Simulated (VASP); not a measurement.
Here is a VASP 6.6.1 calculation.

File INCAR:

```
SYSTEM = Sr4Er
ALGO = Normal
EDIFF = 1E-6
ENCUT = 500
GGA = PE
GGA_COMPAT = .False.
ISIF = 2
ISMEAR = 0
LASPH = .True.
LCHARG = .False.
LMAXMIX = 6
LREAL = .False.
LWAVE = .False.
NBANDS = 32
NELM = 200
PREC = Accurate
SIGMA = 0.1
```

KPOINTS

```
k-points
0
Gamma
  4 4 4
  0 0 0
```

The input POSCAR:

```
Sr4Er
1.0
    6.4438955833      0.0000000000      0.0000000000
    0.0000000000      6.4438955833      0.0000000000
    0.0000000000      0.0000000000      6.4438955833
Sr Er
4 1
Direct
    0.2892692242      0.2892692242      0.2892692242
    0.7107307758      0.7107307758      0.2892692242
    0.2892692242      0.7107307758      0.7107307758
    0.7107307758      0.2892692242      0.7107307758
    0.0000000000      0.0000000000      0.0000000000
```

Potentials or basis: VASP PAW PBE potentials, release 64 (Sr_sv, Er_3), 4f in core.

Launch:

```console
$ cat potpaw_PBE.64/Sr_sv/POTCAR potpaw_PBE.64/Er_3/POTCAR > POTCAR
$ mpirun -np 1 vasp_std > vasp.out
```

Q: Estimate the pressure.

A: 0.4 GPa.

Q: Estimate the band gap on the k mesh.

A: Zero (an odd number of electrons rules out a gap without spin polarisation).

Caveat: spin-orbit coupling is left out, which moves the levels of the heavy elements; the 4f electrons are frozen in the core, so they carry no moment and show no levels. Spin polarisation is off, so any magnetic state and its effect on volume and gap are missing.
